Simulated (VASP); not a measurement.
# H2Pb (P4/nmm) in VASP: a series of runs

H2Pb is run at these levels: PBE; tasks: single point, relaxation of cell and atoms.

Program: VASP 6.6.1. These are calculated values, not measurements. Logs are shortened: lines on timing, memory, paths and dates and some standing lists are left out, and cuts for length are marked.

## 1. The cell of the first run

It takes space group P4/nmm (No. 129, tetragonal). Conventional cell: a = 3.536 Å, b = 3.536 Å, c = 6.196 Å, α = 90.00°, β = 90.00°, γ = 90.00°. H (site symmetry 4mm) has 5 Pb at 2.39 to 2.56 Å and 8 H at 2.81 to 3.09 Å within 3.2 Å. H (site symmetry -4m2) has 4 Pb at 2.40 Å and 8 H at 2.50 to 2.81 Å within 3.2 Å. Pb (site symmetry 4mm) has 9 H at 2.39 to 2.56 Å within 3.2 Å.

The cell was built from a structure type or drawn by symmetry, and may not be a known phase.

## 2. Single point, PBE

File INCAR:

```
SYSTEM = H2Pb
ALGO = Normal ; EDIFF = 1E-6
ENCUT = 520 ; GGA = PE
ISIF = 2 ; ISMEAR = 0
LASPH = .TRUE. ; LCHARG = .FALSE.
LREAL = .FALSE. ; LWAVE = .FALSE.
NBANDS = 25 ; NELM = 100
PREC = Accurate ; SIGMA = 0.1
```

File KPOINTS:

```
k-points
0
G
  6 6 4
  0 0 0
```

File POSCAR:

```
H2Pb
1.0
    3.5356084600      0.0000000000      0.0000000000
    0.0000000000      3.5356084600      0.0000000000
    0.0000000000      0.0000000000      6.1957657600
H Pb
4 2
Direct
    0.5000000000      0.0000000000      0.3528180100
    0.5000000000      0.5000000000      0.0000000000
    0.0000000000      0.0000000000      0.0000000000
    0.0000000000      0.5000000000      0.6471819900
    0.5000000000      0.0000000000      0.7383260100
    0.0000000000      0.5000000000      0.2616739900
```

Potentials or basis: VASP PAW PBE potentials, release 64 (H, Pb_d).

Started as:

```sh
$ cat potpaw_PBE.64/H/POTCAR potpaw_PBE.64/Pb_d/POTCAR > POTCAR
$ mpirun -np 1 vasp_std > vasp.out
```

OUTCAR:

```text
SYSTEM = H2Pb
   EDIFF = 1E-6
   ENCUT = 520
   GGA = PE
   ISIF = 2
   ISMEAR = 0
   LASPH = .TRUE.
   LREAL = .FALSE.
   NELM = 100
   PREC = Accurate

 ion  position               nearest neighbor table
   1  0.500  0.000  0.353-   5 2.39
   2  0.500  0.500  0.000-   5 2.40   6 2.40   5 2.40   6 2.40
   3  0.000  0.000  0.000-   5 2.40   6 2.40   6 2.40   5 2.40
   4  0.000  0.500  0.647-   6 2.39
   5  0.500  0.000  0.738-   1 2.39   2 2.40   3 2.40   2 2.40   3 2.40   6 3.87   6 3.87   6 3.87
                             6 3.87   6 4.09   6 4.09   6 4.09   6 4.09
   6  0.000  0.500  0.262-   4 2.39   3 2.40   2 2.40   3 2.40   2 2.40   5 3.87   5 3.87   5 3.87
                             5 3.87   5 4.09   5 4.09   5 4.09   5 4.09

  LATTYP: Found a simple tetragonal cell.
 ALAT       =     3.5356084600
 C/A-ratio  =     1.7523902406

  Lattice vectors:

 A1 = (   3.5356084600,   0.0000000000,   0.0000000000)
 A2 = (   0.0000000000,   3.5356084600,   0.0000000000)
 A3 = (   0.0000000000,   0.0000000000,   6.1957657600)

Analysis of symmetry for initial positions (statically):
=====================================================================
 Subroutine PRICEL returns:
 Original cell was already a primitive cell.

 Routine SETGRP: Setting up the symmetry group for a
 simple tetragonal supercell.

 Subroutine GETGRP returns: Found 16 space group operations
 (whereof  8 operations were pure point group operations)
 out of a pool of 16 trial point group operations.

The static configuration has the point symmetry D_2d.
 The point group associated with its full space group is D_4h.

Analysis of symmetry for dynamics (positions and initial velocities):
=====================================================================
 Subroutine PRICEL returns:
 Original cell was already a primitive cell.

 Routine SETGRP: Setting up the symmetry group for a
 simple tetragonal supercell.

 Subroutine GETGRP returns: Found 16 space group operations
 (whereof  8 operations were pure point group operations)
 out of a pool of 16 trial point group operations.

The dynamic configuration has the point symmetry D_2d.
 The point group associated with its full space group is D_4h.

 Subroutine INISYM returns: Found 16 space group operations
 (whereof  8 operations are pure point group operations),
 and found     1 'primitive' translations

----------------------------------------------------------------------------------------

                                     Primitive cell

  volume of cell :      77.4503

  direct lattice vectors                    reciprocal lattice vectors
     3.535608460  0.000000000  0.000000000     0.282836748  0.000000000  0.000000000
     0.000000000  3.535608460  0.000000000     0.000000000  0.282836748  0.000000000
     0.000000000  0.000000000  6.195765760     0.000000000  0.000000000  0.161400550

  length of vectors
     3.535608460  3.535608460  6.195765760     0.282836748  0.282836748  0.161400550

  position of ions in fractional coordinates (direct lattice)
     0.500000000  0.000000000  0.352818010
     0.500000000  0.500000000  0.000000000
     0.000000000  0.000000000  0.000000000
     0.000000000  0.500000000  0.647181990
     0.500000000  0.000000000  0.738326010
     0.000000000  0.500000000  0.261673990

  ion indices of the primitive-cell ions
   primitive index   ion index
                 1           1
                 2           2
                 3           3
                 4           4
                 5           5
                 6           6

----------------------------------------------------------------------------------------

 KPOINTS: k-points

Automatic generation of k-mesh.
 Grid dimensions read from file:
 generate k-points for:    6    6    4

 Generating k-lattice:

  Cartesian coordinates                     Fractional coordinates (reciprocal lattice)
     0.047139458  0.000000000  0.000000000     0.166666667  0.000000000  0.000000000
     0.000000000  0.047139458  0.000000000     0.000000000  0.166666667  0.000000000
     0.000000000  0.000000000  0.040350137     0.000000000  0.000000000  0.250000000

  Length of vectors
     0.047139458  0.047139458  0.040350137

  Shift w.r.t. Gamma in fractional coordinates (k-lattice)
     0.000000000  0.000000000  0.000000000

 Subroutine IBZKPT returns following result:
 ===========================================

 Found     30 irreducible k-points:

 Following reciprocal coordinates:
            Coordinates               Weight
  0.000000  0.000000  0.000000      1.000000
  0.166667  0.000000  0.000000      4.000000
  0.333333  0.000000  0.000000      4.000000
  0.500000  0.000000  0.000000      2.000000
  0.166667  0.166667  0.000000      4.000000
  0.333333  0.166667  0.000000      8.000000
[... 16 lines left out ...]
  0.333333  0.000000  0.500000      4.000000
  0.500000  0.000000  0.500000      2.000000
 [... further k-points ...]
   k-points           NKPTS =     30   k-points in BZ     NKDIM =     30   number of bands    NBANDS=     25
   number of dos      NEDOS =    301   number of ions     NIONS =      6
   total plane-waves  NPLWV =  37632
   dimension x,y,z NGX =    28 NGY =   28 NGZ =   48
   dimension x,y,z NGXF=    56 NGYF=   56 NGZF=   96
   ions per type =               4   2
   NGX,Y,Z   is equivalent  to a cutoff of  13.17, 13.17, 12.88 a.u.
   NGXF,Y,Z  is equivalent  to a cutoff of  26.33, 26.33, 25.76 a.u.
 SYSTEM =  H2Pb
   PREC   = accura    normal or accurate (medium, high low for compatibility)
   ISTART =      0    job   : 0-new  1-cont  2-samecut
   ICHARG =      2    charge: 1-file 2-atom 10-const
   ISPIN  =      1    spin polarized calculation?
   LNONCOLLINEAR =      F non collinear calculations
   LSORBIT =      F    spin-orbit coupling
   LASPH  =      T    aspherical Exc in radial PAW
   ENCUT  =  520.0 eV  38.22 Ry    6.18 a.u.   6.57  6.57 11.52*2*pi/ulx,y,z
   NELM   =    100;   NELMIN=  2; NELMDL= -5     # of ELM steps
   EDIFF  = 0.1E-05   stopping-criterion for ELM
   LREAL  =      F    real-space projection
   EDIFFG = 0.1E-04   stopping-criterion for IOM
   NSW    =      0    number of steps for IOM
   IBRION =     -1    ionic relax: 0-MD 1-quasi-New 2-CG
   NFREE  =      0    steps in history (QN), initial steepest desc. (CG)
   ISIF   =      2    stress and relaxation
   ISYM   =      2    0-nonsym 1-usesym 2-fastsym
   POTIM  = 0.5000    time-step for ionic-motion
   TEBEG  =    0.0;   TEEND  =   0.0 temperature during run
   PSTRESS=    0.0 pullay stress
   NELECT =      32.0000    total number of electrons
   NUPDOWN=      -1.0000    fix difference up-down
   EMIN   =  10.00;   EMAX   =-10.00  energy-range for DOS
   EFERMI =   0.00;   METHOD = LEGACY
   ISMEAR =     0;   SIGMA  =   0.10  broadening in eV -4-tet -1-fermi 0-gaus
   EFERMI_NEDOS =   21; number of points for ismear=-14 and -15
   IALGO  =     38    algorithm
   IMIX   =      4    mixing-type and parameters
     AMIX     =   0.40;   BMIX     =  1.00
     AMIX_MAG =   1.60;   BMIX_MAG =  1.00
  volume/ion in A,a.u.               =      12.91        87.11
  Fermi-wavevector in a.u.,A,eV,Ry     =   1.219318  2.304177 20.228283  1.486737
  Thomas-Fermi vector in A             =   2.354574
   LORBIT       =      0    0 simple, 1 ext, 2 COOP (PROOUT), +10 PAW based schemes
   GGA     = PE    functional components
   LHFCALC =     F    Hartree Fock is set to
   AEXX    =    0.0000 exact exchange contribution
   IVDW    =     0    specifies the selected vdW correction
   LEPSILON=     F    determine dielectric tensor
   LRPA    =     F    only Hartree local field effects (RPA)
 non-spin polarized calculation
 Gauss-broadening in eV      SIGMA  =   0.10
  energy-cutoff  :      520.00
  volume of cell :       77.45
 maximum number of plane-waves:      2111
 NGX is ok and might be reduce to    28
   NGX = 13   NGY = 13   NGZ = 23

 number of electron      32.0000007 magnetization

 Free energy of the ion-electron system (eV)
  ---------------------------------------------------
  ext. energy  EPLUGINS =         0.00000000
  ---------------------------------------------------
  free energy    TOTEN  =       -17.56834406 eV

  energy without entropy =      -17.56461073  energy(sigma->0) =      -17.56647739

 E-fermi :   5.3777     XC(G=0):  -9.9645

 val. band max:        5.2780494475   @ k =   0.3333   0.3333   0.2500
 cond. band min:       5.4306774740   @ k =   0.0000   0.0000   0.0000
 fundamental gap:      0.1526280265
 Fermi energy:         5.3777172030

 k-point     1 :       0.0000    0.0000    0.0000
  band No.  band energies     occupation
      1     -11.6010      2.00000
      2     -11.5507      2.00000
      3     -11.4668      2.00000
      4     -11.4083      2.00000
      5     -11.3625      2.00000
      6     -11.3625      2.00000
[... 17 lines left out ...]
     24      13.9894      0.00000
     25      15.4932      0.00000

 k-point     2 :       0.1667    0.0000    0.0000
  band No.  band energies     occupation
      1     -11.5614      2.00000
      2     -11.5162      2.00000
      3     -11.4373      2.00000
      4     -11.3874      2.00000
      5     -11.3809      2.00000
      6     -11.3550      2.00000
[... 17 lines left out ...]
     24      15.1915      0.00000
     25      15.8308      0.00000

 k-point     3 :       0.3333    0.0000    0.0000
  band No.  band energies     occupation
      1     -11.5090      2.00000
      2     -11.4806      2.00000
      3     -11.4162      2.00000
      4     -11.3749      2.00000
      5     -11.3505      2.00000
      6     -11.3464      2.00000
[... 17 lines left out ...]
     24      16.3835      0.00000
     25      16.5094      0.00000

 k-point     4 :       0.5000    0.0000    0.0000
  band No.  band energies     occupation
      1     -11.4824      2.00000
      2     -11.4824      2.00000
      3     -11.4209      2.00000
      4     -11.4209      2.00000
      5     -11.3644      2.00000
      6     -11.3644      2.00000
[... 17 lines left out ...]
     24      15.3689      0.00000
     25      16.7855      0.00000

 k-point     5 :       0.1667    0.1667    0.0000
  band No.  band energies     occupation
      1     -11.5104      2.00000
      2     -11.4703      2.00000
      3     -11.4240      2.00000
      4     -11.3948      2.00000
      5     -11.3789      2.00000
      6     -11.3527      2.00000
[... 17 lines left out ...]
     24      14.5593      0.00000
     25      16.9755      0.00000

 k-point     6 :       0.3333    0.1667    0.0000
  band No.  band energies     occupation
      1     -11.4526      2.00000
      2     -11.4261      2.00000
      3     -11.4243      2.00000
      4     -11.3955      2.00000
      5     -11.3843      2.00000
      6     -11.3802      2.00000
[... 17 lines left out ...]
     24      15.7338      0.00000
     25      16.2540      0.00000
[... 393 lines left out ...]
 k-point    21 :       0.0000    0.0000    0.5000
  band No.  band energies     occupation
      1     -11.5769      2.00000
      2     -11.5749      2.00000
      3     -11.4580      2.00000
      4     -11.4122      2.00000
      5     -11.3297      2.00000
      6     -11.3297      2.00000
[... 17 lines left out ...]
     24      15.2919      0.00000
     25      17.7981      0.00000

 k-point    22 :       0.1667    0.0000    0.5000
  band No.  band energies     occupation
      1     -11.5400      2.00000
      2     -11.5388      2.00000
      3     -11.4387      2.00000
      4     -11.3996      2.00000
      5     -11.3449      2.00000
      6     -11.3344      2.00000
[... 17 lines left out ...]
     24      15.1179      0.00000
     25      16.8323      0.00000

 k-point    23 :       0.3333    0.0000    0.5000
  band No.  band energies     occupation
      1     -11.4971      2.00000
      2     -11.4924      2.00000
      3     -11.4336      2.00000
      4     -11.4185      2.00000
      5     -11.3596      2.00000
      6     -11.3588      2.00000
[... 17 lines left out ...]
     24      14.8324      0.00000
     25      16.6724      0.00000

 k-point    24 :       0.5000    0.0000    0.5000
  band No.  band energies     occupation
      1     -11.4819      2.00000
      2     -11.4819      2.00000
      3     -11.4469      2.00000
      4     -11.4469      2.00000
      5     -11.3764      2.00000
      6     -11.3764      2.00000
[... 17 lines left out ...]
     24      13.4224      0.00000
     25      15.6011      0.00000

 [... further k-points ...]

------------------------ aborting loop because EDIFF is reached ----------------------------------------

  FORCE on cell =-STRESS in cart. coord.  units (eV):
  Direction    XX          YY          ZZ          XY          YZ          ZX
  --------------------------------------------------------------------------------------
  -------------------------------------------------------------------------------------
  Total        0.9654147      0.9654147      0.0748718      0.0000000      0.0000000     -0.0000000
  in kB       19.9710629     19.9710629      1.5488369      0.0000000      0.0000000     -0.0000000
  external PRESSURE =      13.8303209 kB  Pullay stress =       0.0000000 kB

 VOLUME and BASIS-vectors are now :
 -----------------------------------------------------------------------------
  energy-cutoff  :      520.00
  volume of cell :       77.45
      direct lattice vectors                 reciprocal lattice vectors
     3.535608460  0.000000000  0.000000000     0.282836748  0.000000000  0.000000000
     0.000000000  3.535608460  0.000000000     0.000000000  0.282836748  0.000000000
     0.000000000  0.000000000  6.195765760     0.000000000  0.000000000  0.161400550

 POSITION                                       TOTAL-FORCE (eV/Angst)
 -----------------------------------------------------------------------------------
      1.76780      0.00000      2.18598        -0.000000      0.000000      0.160489
      1.76780      1.76780      0.00000         0.000000      0.000000      0.000000
      0.00000      0.00000      0.00000        -0.000000      0.000000      0.000000
      0.00000      1.76780      4.00979        -0.000000      0.000000     -0.160489
      1.76780      0.00000      4.57450         0.000000      0.000000      0.755864
      0.00000      1.76780      1.62127        -0.000000      0.000000     -0.755864
 -----------------------------------------------------------------------------------
    total drift:                                0.000000      0.000000      0.000000

  FREE ENERGIE OF THE ION-ELECTRON SYSTEM (eV)
  ---------------------------------------------------
  free  energy   TOTEN  =       -17.5683440607 eV

  energy  without entropy=      -17.5646107278  energy(sigma->0) =      -17.56647739
```

Run time: 40 s. Hardware: 1 thread of Intel Xeon 6975P-C (Granite Rapids), shared host; peak memory 0.2 GiB.

Results:

```yaml
Free_energy: -17.5683 eV
Pressure: 1.4 GPa
Largest_force: 0.756 eV/Å
Band_gap_on_the_k_mesh: zero (bands 16 and 17 overlap by 3.98 eV)
```

Forces on the atoms (eV/Å):
```
H    0.000  0.000  0.160
H    0.000  0.000  0.000
H    0.000  0.000  0.000
H    0.000  0.000 -0.160
Pb   0.000  0.000  0.756
Pb   0.000  0.000 -0.756
```

Caveat: spin-orbit coupling is left out, which moves the levels of the heavy elements.

## 3. Single point, PBE

This run uses another cell than the first one, of 13.64 Å³/atom.

File INCAR:

```
SYSTEM = H2Pb
PREC = Accurate ; ENCUT = 520
EDIFF = 1E-6 ; ISMEAR = 0
SIGMA = 0.1 ; LREAL = .FALSE.
LASPH = .TRUE. ; NELM = 60
ALGO = Normal ; ISIF = 2
LWAVE = .FALSE. ; LCHARG = .FALSE.
GGA = PE ; NBANDS = 25
```

File KPOINTS:

```
Automatic mesh
0
G
  6 6 4
  0 0 0
```

File POSCAR:

```
H2Pb
1.0
    3.6249639051      0.0000000000      0.0000000000
    0.0000000000      3.6249639051      0.0000000000
    0.0000000000      0.0000000000      6.2276168152
H Pb
4 2
Direct
    0.5000000000      0.0000000000      0.3588500972
    0.5000000000      0.5000000000      0.0000000000
    0.0000000000      0.0000000000      0.0000000000
    0.0000000000      0.5000000000      0.6411499028
    0.5000000000      0.0000000000      0.7594747414
    0.0000000000      0.5000000000      0.2405252586
```

Potentials or basis: VASP PAW PBE potentials, release 64 (H, Pb_d).

Started as:

```sh
$ cat potpaw_PBE.64/H/POTCAR potpaw_PBE.64/Pb_d/POTCAR > POTCAR
$ mpirun -np 1 vasp_std > vasp.out
```

Wall time 58 s (1 thread of Intel Xeon 6975P-C (Granite Rapids), shared host); peak memory 0.21 GiB.

Results (log left out):

| Property | Result |
| --- | --- |
| Free energy | -17.7084 eV |
| Pressure | 0.2 GPa |
| Largest force | 0.025 eV/Å |
| Band gap on the k mesh | zero (bands 16 and 17 overlap by 3.24 eV) |

Forces in eV/Å, atoms in the order of the input:
```
H    0.000  0.000  0.025
H    0.000  0.000  0.000
H    0.000  0.000  0.000
H    0.000  0.000 -0.025
Pb   0.000  0.000  0.020
Pb   0.000  0.000 -0.020
```

Levels at points of the mesh, in eV from the Fermi level:
```csv
k point,band 14,band 15,band 16,band 17,band 18,band 19
"(0.00, 0.00, 0.00)",-0.69,-0.61,2.06,2.31,2.31,4.45
"(0.50, 0.00, 0.00)",-4.15,-3.02,-3.02,3.93,3.93,4.88
"(0.50, 0.50, 0.00)",-4.65,-1.97,-1.97,0.18,0.18,1.58
"(0.00, 0.00, 0.50)",-1.64,-0.61,-0.48,3.09,3.09,3.61
"(0.50, 0.00, 0.50)",-5.67,-0.49,-0.49,2.41,2.41,4.95
"(0.50, 0.50, 0.50)",-4.41,-2.59,-2.59,-1.18,-1.18,3.47
```

Caveat: spin-orbit coupling is left out, which moves the levels of the heavy elements.

(Part 1 of 2 ends here.)
